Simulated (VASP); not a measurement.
**W: single point with PBE**

Crystal: W.

```
W
1.0
     0.00000    2.08366    2.08366
     2.08366    0.00000    2.08366
     2.08366    2.08366    0.00000
W
1
Direct
  0.00000 0.00000 0.00000
```

This cell differs from its parent crystal: volume scaled by 1.10.

* Program: VASP 6.6.1
* Task: single point
* Functional: PBE
* Potentials or basis: VASP PAW PBE potentials, release 64 (W_sv)
* Cutoff: 520 eV
* k mesh: 18 × 18 × 18
* Occupations: gaussian, width 0.1 eV
* Spin: no spin polarisation

The pressure is -22.1 GPa and the band gap on the k mesh is zero (band 7 reaches 11.77 eV, above the bottom of band 8 at 8.73 eV).

Levels at points of the mesh, in eV from the Fermi level:
| k point | band 3 | band 4 | band 5 | band 6 | band 7 | band 8 | band 9 | band 10 | band 11 | band 12 |
| --- | --- | --- | --- | --- | --- | --- | --- | --- | --- | --- |
| (0.00, 0.00, 0.00) | -37.62 | -37.62 | -8.49 | -0.47 | -0.47 | -0.47 | 2.24 | 2.24 | 12.63 | 17.38 |
| (0.50, 0.00, 0.00) | -37.73 | -37.73 | -5.11 | -0.65 | -0.65 | 0.38 | 4.38 | 4.38 | 8.89 | 12.24 |
| (0.50, 0.50, 0.00) | -37.92 | -37.92 | -4.85 | -3.96 | 2.56 | 4.34 | 5.00 | 5.00 | 10.93 | 10.93 |

It took 15 s on 1 thread of Intel(R) Xeon(R) 6975P-C (Granite Rapids) (shared host), peak memory 0.17 GiB.

Caveat: spin-orbit coupling is left out, which moves the levels of the heavy elements.
